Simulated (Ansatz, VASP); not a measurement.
**One calculation of HfN, two programs**

Contents of INCAR:

```
  ALGO = Normal
  EDIFF = 1E-6
  ENCUT = 520
  GGA = PE
  ISIF = 2
  ISMEAR = 0
  LASPH = T
  LCHARG = F
  LREAL = F
  LWAVE = F
  NBANDS = 14
  NELM = 100
  PREC = Accurate
  SIGMA = 0.15
```

KPOINTS

```
k-points
0
Gamma
  22 22 22
```

POSCAR

```
HfN
1.0
    0.0000000000      2.3875913865      2.2738965586
    2.3875913865      0.0000000000      2.2738965586
    2.3875913865      2.3875913865      0.0000000000
Hf N
1 1
Direct
    0.0000000000      0.0000000000      0.0000000000
    0.5000000000      0.5000000000      0.5000000000
```

Input for Ansatz:

```yaml
crystal:
  lattice:
    - [0.0, 2.3875913865, 2.2738965586]
    - [2.3875913865, 0.0, 2.2738965586]
    - [2.3875913865, 2.3875913865, 0.0]
  atoms:
    - { symbol: Hf, position: [0.0, 0.0, 0.0] }
    - { symbol: "N", position: [0.5, 0.5, 0.5] }
basis:
  ecutwfc: 420
kpoints:
  mp_grid: { grid: [22, 22, 22] }
hamiltonian:
  xc: pbe
scf:
  occupations: { method: gaussian, width: 0.15 }
output:
  forces: true
  stress: true
  eigenvalues: true
```

Change from the starting cell: strain +0.050 along x and y, +0.000 along z, atoms carried along.

Alike in both runs: task single point; functional PBE; k mesh 22 × 22 × 22; occupations gaussian, width 0.15 eV; no spin polarisation.

```csv
,VASP,Ansatz
version,VASP 6.6.1,Ansatz 0.2.0
potentials or method,"VASP PAW PBE potentials, release 64 (Hf_pv, N), cutoff 520 eV","scalar-relativistic, plane waves, PAW"
valence electrons in the cell,15,31
```

```csv
,VASP,Ansatz,Ansatz less VASP
gap on the k mesh at the Fermi level (eV),none,none,-
pressure (GPa),-21.6,-19.7,+1.95
"traceless stress, the component that is largest in VASP (GPa)",9.49,9.72,+0.234
```

A gap of «none» marks a metal or a gap that the smearing closes. The functional is the same, so the differences come from potentials, cutoffs and numerics. VASP's potentials hold 15 valence electrons a cell and Ansatz's 31, so a difference there can come from the potentials and not from the codes.

Spin-orbit coupling is off throughout.
